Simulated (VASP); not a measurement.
Write the native input for VASP 6.6.1 that does the following.

- Task: relaxation of cell and atoms
- Functional: PBE
- Potentials or basis: VASP PAW PBE potentials, release 64 (Na_pv, S, F)
- Cutoff: 600 eV
- k mesh: 4 × 2 × 2
- Occupations: gaussian, width 0.1 eV
- Spin: no spin polarisation
- Dipole correction: no
- Further INCAR settings: ALGO = Normal; EDIFF = 1e-06; IBRION = 2; EDIFFG = -0.025; NSW = 80; ISIF = 3

The structure of Na3SF lies in POSCAR:

```
Na3SF
1.0
   -0.0217597787     -0.0159112456      4.5541346216
    6.2098277534      0.0382639489     -0.0302716450
    0.0382639489      6.3441103175     -0.0221353160
Na S F
6 2 2
Direct
   -0.0010737301      0.8021987220      0.2910710168
    0.0069957698      0.6718941223      0.8033498330
    0.5173547317      0.5082718085      0.4941866502
    0.0265347419      0.2060975923      0.6995672874
    0.0100734173      0.3123165422      0.1780320553
    0.4928536662      0.0126629416      0.0157557988
    0.5109636373      0.0038211326      0.5012859664
    0.4645010295      0.4702237547      0.0188492135
    0.0018204645      0.4971418372      0.4874301055
   -0.0300237279      0.0153715467      0.0104720731
```

These files were run (other wordings do the same):

INCAR

```
SYSTEM = Na3SF
ALGO     = Normal         ! electronic algorithm
EDIFF    = 1E-6           ! SCF threshold, eV
EDIFFG   = -0.025         ! ionic threshold
ENCUT    = 600            ! plane-wave cutoff, eV
GGA      = PE             ! functional
IBRION   = 2              ! ionic algorithm
ISIF     = 3              ! what is computed and relaxed
ISMEAR   = 0              ! smearing method
LASPH    = .TRUE.         ! aspherical terms in the spheres
LCHARG   = .FALSE.        ! write CHGCAR
LREAL    = .FALSE.        ! projectors in reciprocal space
LWAVE    = .FALSE.        ! write WAVECAR
NELM     = 100            ! most SCF steps
NSW      = 80             ! ionic steps
PREC     = Accurate       ! precision mode
SIGMA    = 0.1            ! smearing width, eV
```

KPOINTS

```
k-points
0
G
  4 2 2
  0 0 0
```

Potentials or basis: VASP PAW PBE potentials, release 64 (Na_pv, S, F).

Command:

```bash
$ cat potpaw_PBE.64/Na_pv/POTCAR potpaw_PBE.64/S/POTCAR potpaw_PBE.64/F/POTCAR > POTCAR
$ mpirun -np 1 vasp_std > vasp.out
```

Results of the run:

```
Relaxed volume                        : 17.92 Å³/atom
Relaxed cell                          : a = 4.522 Å, b = 6.300 Å, c = 6.291 Å, α = 90.04°, β = 90.08°, γ = 89.94°
Space group after relaxing (to 0.1 Å) : P-42_1m (No. 113)
Energy gained by relaxing             : 40.9 meV/atom
Ionic steps                           : 13
Pressure after relaxing               : 0.0 GPa
Largest force after relaxing          : 0.023 eV/Å
Band gap on the k mesh                : 2.30 eV (least direct gap 2.45 eV)
```

Caveat: the k points lie up to 0.50 Å⁻¹ apart in the final cell.

Run time: 17 min on 1 thread of Intel(R) Xeon(R) Platinum 8488C (Sapphire Rapids) (shared host), peak memory 0.34 GiB.
